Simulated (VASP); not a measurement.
# La (Pm-3m) in VASP: a series of runs, part 2 of 2

VASP 6.6.1. The steps go on from the part before.

## Step 3: Relaxation of cell and atoms, PBE, target pressure 30 GPa, at which the enthalpy is minimised

INCAR reads:

```
PREC = Accurate
ENCUT = 600
EDIFF = 1E-7
ISMEAR = -1
SIGMA = 0.05
LREAL = False
LASPH = True
NELM = 80
ALGO = Normal
ISIF = 3
LWAVE = False
LCHARG = False
GGA = PE
IBRION = 2
NSW = 80
EDIFFG = -0.03
PSTRESS = 300.0
```

KPOINTS reads:

```
regular mesh
0
Gamma
  7 7 7
```

POSCAR reads:

```
La
1.0
    3.4500000000      0.0000000000      0.0000000000
    0.0000000000      3.4500000000      0.0000000000
    0.0000000000      0.0000000000      3.4500000000
La
1
Direct
    0.0000000000      0.0000000000      0.0000000000
```

Potentials or basis: VASP PAW PBE potentials, release 64 (La).

Run with:

```bash
cat potpaw_PBE.64/La/POTCAR > POTCAR
mpirun -np 1 vasp_std > vasp.out
```

OUTCAR:

```text
PREC = Accurate
   ENCUT = 600
   EDIFF = 1E-7
   ISMEAR = -1
   LREAL = False
   LASPH = True
   NELM = 80
   ISIF = 3
   GGA = PE
   IBRION = 2
   NSW = 80
   EDIFFG = -0.03
   PSTRESS = 300.0

 ion  position               nearest neighbor table
   1  0.000  0.000  0.000-

  LATTYP: Found a simple cubic cell.
 ALAT       =     3.4500000000

  Lattice vectors:

 A1 = (   3.4500000000,   0.0000000000,   0.0000000000)
 A2 = (   0.0000000000,   3.4500000000,   0.0000000000)
 A3 = (   0.0000000000,   0.0000000000,   3.4500000000)

Analysis of symmetry for initial positions (statically):
=====================================================================
 Subroutine PRICEL returns:
 Original cell was already a primitive cell.

 Routine SETGRP: Setting up the symmetry group for a
 simple cubic supercell.

 Subroutine GETGRP returns: Found 48 space group operations
 (whereof 48 operations were pure point group operations)
 out of a pool of 48 trial point group operations.
[... 131 lines left out ...]
  Thomas-Fermi vector in A             =   2.190520
   LORBIT       =      0    0 simple, 1 ext, 2 COOP (PROOUT), +10 PAW based schemes
   GGA     = PE    functional components
   LHFCALC =     F    Hartree Fock is set to
   AEXX    =    0.0000 exact exchange contribution
   IVDW    =     0    specifies the selected vdW correction
   LEPSILON=     F    determine dielectric tensor
   LRPA    =     F    only Hartree local field effects (RPA)
 conjugate gradient relaxation of ions
 non-spin polarized calculation
  energy-cutoff  :      600.00
  volume of cell :       41.06
 maximum number of plane-waves:      1386
 NGX is ok and might be reduce to    28
   NGX = 13   NGY = 13   NGZ = 13

--------------------------------------- Ionic step        1  -------------------------------------------

 number of electron      11.0000001 magnetization

 Free energy of the ion-electron system (eV)
  ---------------------------------------------------
  ext. energy  EPLUGINS =         0.00000000
  ---------------------------------------------------
  free energy    TOTEN  =        -4.33891146 eV

  energy without entropy =       -4.31329904  energy(sigma->0) =       -4.32610525

------------------------ aborting loop because EDIFF is reached ----------------------------------------

  FORCE on cell =-STRESS in cart. coord.  units (eV):
  Direction    XX          YY          ZZ          XY          YZ          ZX
  --------------------------------------------------------------------------------------
  -------------------------------------------------------------------------------------
  Total       -0.5080022     -0.5080022     -0.5080022      0.0000000     -0.0000000      0.0000000
  in kB      -19.8206957    -19.8206957    -19.8206957      0.0000000     -0.0000000      0.0000000
  external PRESSURE =    -319.8206957 kB  Pullay stress =     300.0000000 kB
[... 703 lines left out ...]
--------------------------------------- Ionic step        7  -------------------------------------------

 number of electron      11.0000000 magnetization

 Free energy of the ion-electron system (eV)
  ---------------------------------------------------
  ext. energy  EPLUGINS =         0.00000000
  ---------------------------------------------------
  free energy    TOTEN  =        -3.48601339 eV

  energy without entropy =       -3.46969366  energy(sigma->0) =       -3.47785353

 E-fermi :  13.7446     XC(G=0): -11.6867

 val. band max:       13.7080215291   @ k =   0.2857   0.1429   0.1429
 cond. band min:      13.7850014298   @ k =   0.2857   0.1429   0.0000
 fundamental gap:      0.0769799007
 Fermi energy:        13.7445909539
[... 270 lines left out ...]
  energy  without entropy=       -3.4696936552  energy(sigma->0) =       -3.47785353

  enthalpy is  TOTEN    =         0.7554327838 eV   P V=        4.2414461787

 reached required accuracy - stopping structural energy minimisation
```

CONTCAR:

```text
La
   1.00000000000000
     2.8294439556070525    0.0000000000000000    0.0000000000000000
     0.0000000000000000    2.8294439556070525    0.0000000000000000
    -0.0000000000000000   -0.0000000000000000    2.8294439556070525
  La
     1
Direct
     0.0000000000000000    0.0000000000000000    0.0000000000000000

  0.00000000E+00  0.00000000E+00  0.00000000E+00
```

Run time: 2 min. Hardware: 1 thread of AMD EPYC 7R13 (Zen 3), shared host; peak memory 0.18 GiB.

What came out:

```
Free energy                                            : -3.4860 eV
Relaxed volume                                         : 22.65 Å³/atom
Relaxed cell                                           : a = 2.829 Å, b = 2.829 Å, c = 2.829 Å, α = 90.00°, β = 90.00°, γ = 90.00°
Space group after relaxing (to 0.05 Å)                 : Pm-3m (No. 221)
Energy change on relaxing (the enthalpy is what falls) : +852.9 meV/atom
Ionic steps                                            : 7
Pressure after relaxing                                : 29.8 GPa
```

Step by step:
| step | energy change (eV) | largest force (eV/Å) | pressure (GPa) | volume (Å³) |
| --- | --- | --- | --- | --- |
| 1 | 0.0000 | 0.0000 | -1.98 | 41.06 |
| 2 | 21.5273 | 0.0000 | 940.73 | 9.07 |
| 3 | -0.0254 | 0.0000 | 1.13 | 34.74 |
| 4 | 0.0514 | 0.0000 | 5.67 | 30.83 |
| 5 | 1.0494 | 0.0000 | 36.34 | 21.70 |
| 6 | 0.7950 | 0.0000 | 28.03 | 22.97 |
| 7 | 0.8529 | 0.0000 | 29.80 | 22.65 |

Final structure:
```xyz
1
Lattice="2.8294 0.0000 0.0000 0.0000 2.8294 0.0000 0.0000 0.0000 2.8294" Properties=species:S:1:pos:R:3 pbc="T T T"
La    0.0000    0.0000    0.0000
```

Levels at points of the mesh, in eV from the Fermi level:
```
           k point  band 3  band 4  band 5  band 6  band 7  band 8  band 9
(0.00, 0.00, 0.00)  -14.12  -14.12   -2.27   -2.27   -1.81    2.77    2.77
```

Caveat: the cell is relaxed towards a set pressure, so the enthalpy falls and the energy may rise; the volume moved by over 15 % at a fixed basis, so the end points are rough; spin-orbit coupling is left out, which moves the levels of the heavy elements.

## Step 4: Relaxation of cell and atoms, PBE, target pressure 45 GPa, at which the enthalpy is minimised

INCAR reads:

```
  ALGO = Normal
  EDIFF = 1E-6
  EDIFFG = -0.03
  ENCUT = 600
  GGA = PE
  IBRION = 2
  ISIF = 3
  ISMEAR = -1
  LASPH = True
  LCHARG = False
  LREAL = False
  LWAVE = False
  NELM = 80
  NSW = 80
  PREC = Accurate
  PSTRESS = 450.0
  SIGMA = 0.05
```

KPOINTS reads:

```
k-points
0
Gamma
  7 7 7
```

POSCAR is that of step 3.

Run with:

```bash
cat potpaw_PBE.64/La/POTCAR > POTCAR
mpirun -np 1 vasp_std > vasp.out
```

Run time: 2.6 min. Hardware: 1 thread of AMD EPYC 7R13 (Zen 3), shared host; peak memory 0.29 GiB.

The run converged. Its results:

| Property | Result |
| --- | --- |
| Free energy | -3.0474 eV |
| Relaxed volume | 20.74 Å³/atom |
| Relaxed cell | a = 2.747 Å, b = 2.747 Å, c = 2.747 Å, α = 90.00°, β = 90.00°, γ = 90.00° |
| Space group after relaxing (to 0.05 Å) | Pm-3m (No. 221) |
| Energy change on relaxing (the enthalpy is what falls) | +1291.6 meV/atom |
| Ionic steps | 17 |
| Pressure after relaxing | 45.0 GPa |

The path:
| step | energy change (eV) | largest force (eV/Å) | pressure (GPa) | volume (Å³) |
| --- | --- | --- | --- | --- |
| 1 | 0.0000 | 0.0000 | -1.98 | 41.06 |
| 2 | 177.6908 | 0.0000 | 15757.29 | 3.02 |
| 3 | -0.0252 | 0.0000 | -0.94 | 38.33 |
| 4 | -0.0308 | 0.0000 | 0.20 | 36.03 |
| 5 | 2.9488 | 0.0000 | 107.20 | 17.00 |
| 6 | 0.7199 | 0.0000 | 26.12 | 23.42 |
| 7 | 1.1229 | 0.0000 | 38.91 | 21.38 |
| 8 | 1.3138 | 0.0000 | 45.77 | 20.66 |
| 9 | 1.2255 | 0.0000 | 42.53 | 20.98 |
| 10 | 1.2316 | 0.0000 | 42.14 | 20.96 |
| 11 | 1.2501 | 0.0000 | 43.46 | 20.89 |
| 12 | 1.2505 | 0.0000 | 43.43 | 20.89 |
| 13 | 1.2518 | 0.0000 | 43.51 | 20.88 |
| 14 | 1.2544 | 0.0000 | 43.59 | 20.87 |
| 15 | 1.2597 | 0.0000 | 43.76 | 20.85 |
| 16 | 1.2702 | 0.0000 | 44.12 | 20.81 |
| 17 | 1.2916 | 0.0000 | 44.97 | 20.74 |

Final structure:
```
CELL_PARAMETERS angstrom
2.74737 0.00000 0.00000
0.00000 2.74737 0.00000
0.00000 0.00000 2.74737
ATOMIC_POSITIONS crystal
La 0.00000 0.00000 0.00000
```

Levels at points of the mesh, in eV from the Fermi level:
```csv
k point,band 4,band 5,band 6,band 7,band 8,band 9
"(0.00, 0.00, 0.00)",-13.81,-2.57,-2.57,-1.44,2.87,2.87
```

Caveat: the cell is relaxed towards a set pressure, so the enthalpy falls and the energy may rise; the volume moved by over 15 % at a fixed basis, so the end points are rough; spin-orbit coupling is left out, which moves the levels of the heavy elements.

## Step 5: Summary

```tsv
cell	gap on the mesh (eV)	pressure (GPa)
relaxed to 15 GPa	none	14.8
relaxed to 30 GPa	none	29.8
relaxed to 45 GPa	none	45.0
```

Alike in all rows: task relaxation of cell and atoms; level PBE; potentials or basis VASP PAW PBE potentials, release 64 (La); no spin polarisation; k mesh 7 × 7 × 7; cutoff (eV) 600; smearing fermi-dirac 0.05 eV.

Caveats: the cell is relaxed towards a set pressure, so the enthalpy falls and the energy may rise; the volume moved by over 15 % at a fixed basis, so the end points are rough; spin-orbit coupling is left out, which moves the levels of the heavy elements.

Absolute energies hang on the potentials; compare differences alone.
